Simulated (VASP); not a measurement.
Write the native input for VASP 6.6.1 that does the following.

| Item | Value |
| --- | --- |
| Task | relaxation of cell and atoms |
| Functional | PBE |
| Potentials or basis | VASP PAW PBE potentials, release 64 (Mo_sv, Se) |
| Cutoff | 600 eV |
| k mesh | 6 × 6 × 4 |
| Occupations | gaussian, width 0.1 eV |
| Spin | collinear spin |
| Starting moments | [2.65, 0.0, 0.0, 0.0] μB |
| Dipole correction | no |
| Further INCAR settings | ALGO = Normal; EDIFF = 1e-06; IBRION = 2; EDIFFG = -0.04; NSW = 90; ISIF = 3 |

The structure of MoSe3 lies in POSCAR:

```
MoSe3
1.0
    3.7128395154      0.0000000000      0.0000000000
    0.0000000000      3.7128395154      0.0000000000
    0.0000000000      0.0000000000      6.9936255022
Mo Se
1 3
Direct
    0.0000000000      0.0000000000      0.0000000000
    0.0000000000      0.5000000000      0.5000000000
    0.5000000000      0.0000000000      0.5000000000
    0.5000000000      0.5000000000      0.0000000000
```

The cell was built from a structure type or drawn by symmetry, and may not be a known phase.

The input as run:

INCAR

```
SYSTEM = MoSe3
ALGO = Normal
EDIFF = 1E-6
EDIFFG = -0.04
ENCUT = 600
GGA = PE
IBRION = 2
ISIF = 3
ISMEAR = 0
ISPIN = 2
LASPH = .TRUE.
LCHARG = .FALSE.
LMAXMIX = 4
LORBIT = 11
LREAL = .FALSE.
LWAVE = .FALSE.
MAGMOM = 2.65 0 0 0
NELM = 150
NSW = 90
PREC = Accurate
SIGMA = 0.1
```

KPOINTS

```
k-points
0
G
  6 6 4
  0 0 0
```

Potentials or basis: VASP PAW PBE potentials, release 64 (Mo_sv, Se).

Command:

```console
$ cat potpaw_PBE.64/Mo_sv/POTCAR potpaw_PBE.64/Se/POTCAR > POTCAR
$ mpirun -np 1 vasp_std > vasp.out
```

Results of the run:

* Relaxed volume: 24.95 Å³/atom
* Relaxed cell: a = 3.726 Å, b = 3.726 Å, c = 7.190 Å, α = 90.00°, β = 90.00°, γ = 90.00°
* Space group after relaxing (to 0.1 Å): P4/mmm (No. 123)
* Energy gained by relaxing: 2.0 meV/atom
* Ionic steps: 6
* Pressure after relaxing: 0.1 GPa
* Net moment: 3.30 μB per cell
* Site moments: Mo +2.84; Se +0.00, -0.06 (each value once) μB
* Valence electrons inside the program's atomic spheres: Mo 12.13; Se 3.71, 3.87 (each value once)

Run time: 9.9 min on 1 thread of AMD EPYC 7R13 (shared host), peak memory 0.3 GiB.
